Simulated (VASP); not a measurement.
**HgPt: electric field gradients with LDA**

HgPt:

```
Hg Pt
1.0
     2.97100    0.00000    0.00000
     0.00000    2.97100    0.00000
     0.00000    0.00000    3.82500
Hg Pt
1 1
Direct
  0.00000 0.00000 0.00000
  0.50000 0.50000 0.50000
```

```
Program                : VASP 6.6.1
Task                   : electric field gradients
Functional             : LDA
Potentials or basis    : VASP PAW LDA potentials, release 64 (Hg, Pt)
Cutoff                 : 520 eV
k mesh                 : 10 × 10 × 8
Occupations            : fermi-dirac, width 0.05 eV
Spin                   : no spin polarisation
Dipole correction      : no
Further INCAR settings : ALGO = Normal; EDIFF = 1e-08; NBANDS = 18
```

```yaml
Pressure: 0.4 GPa
Band_gap_on_the_k_mesh: zero (bands 11 and 12 overlap by 3.92 eV)
Largest_electric_field_gradient_by_atom: Hg -100.1; Pt +100.2 V/Å²
```

Stress tensor (GPa, compression positive):
```
0.21 0.00 0.00
0.00 0.21 0.00
0.00 0.00 0.89
```

Levels at points of the mesh, in eV from the Fermi level:
```csv
k point,band 9,band 10,band 11,band 12,band 13,band 14
"(0.00, 0.00, 0.00)",-1.20,-1.20,-0.92,1.53,6.74,8.34
"(0.50, 0.00, 0.00)",-3.56,-2.44,-1.76,0.77,8.80,9.88
"(0.50, 0.50, 0.00)",-1.49,-0.22,-0.22,-0.07,4.04,5.27
"(0.00, 0.00, 0.50)",-2.39,-2.29,-2.29,-1.10,13.62,13.62
"(0.50, 0.00, 0.50)",-1.57,-1.27,-1.20,-1.09,2.66,3.12
"(0.50, 0.50, 0.50)",-1.70,-0.06,1.62,5.08,5.98,5.98
```

Electric field gradients, principal values (V/Å²):
```
atom    least   middle  greatest (by size)
1 Hg   50.057   50.057            -100.113
2 Pt  -50.110  -50.110             100.220
```

Run time: 95 s on 1 thread of Oxide Virtual Turin-like Processor, on a shared host, peak memory 0.15 GiB.

Caveat: without QUAD_EFG the Cq values of the log hold for a quadrupole moment of 1 mb, not for the nuclei; spin-orbit coupling is left out, which moves the levels of the heavy elements.
